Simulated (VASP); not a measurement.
Write the native input for VASP 6.6.1 that does the following.

- Task: single point
- Functional: LDA
- Potentials or basis: VASP PAW LDA potentials, release 64 (Au, Cd)
- Cutoff: 520 eV
- k mesh: 10 × 10 × 10
- Occupations: gaussian, width 0.021 eV
- Spin: no spin polarisation
- Dipole correction: no
- Further INCAR settings: ALGO = Normal; EDIFF = 1e-06; NBANDS = 18

The structure of CdAu lies in POSCAR:

```
CdAu
1.0
    3.3196084200      0.0000000000      0.0000000000
    0.0000000000      3.3196084200      0.0000000000
    0.0000000000      0.0000000000      3.3196084200
Au Cd
1 1
Direct
    0.0000000000      0.0000000000      0.0000000000
    0.5000000000      0.5000000000      0.5000000000
```

One way to write it, as run:

INCAR

```
  PREC = Accurate
  ENCUT = 520
  EDIFF = 1E-6
  ISMEAR = 0
  SIGMA = 0.021
  LREAL = False
  LASPH = True
  NELM = 80
  ALGO = Normal
  ISIF = 2
  LWAVE = False
  LCHARG = False
  GGA = CA
  NBANDS = 18
```

KPOINTS

```
regular mesh
0
Gamma
  10 10 10
```

Potentials or basis: VASP PAW LDA potentials, release 64 (Au, Cd).

Run with:

```sh
$ cat potpaw_LDA.64/Au/POTCAR potpaw_LDA.64/Cd/POTCAR > POTCAR
$ mpirun -np 1 vasp_std > vasp.out
```

Results of the run:

```yaml
Pressure: -3.4 GPa
Band_gap_on_the_k_mesh: zero (an odd number of electrons rules out a gap without spin polarisation)
```

Caveat: the cell stands under tension; spin-orbit coupling is left out, which moves the levels of the heavy elements.

It took 23 s on 1 thread of AMD EPYC 7R43 64-Core Processor (Zen 3) (shared host), peak memory 0.13 GiB.
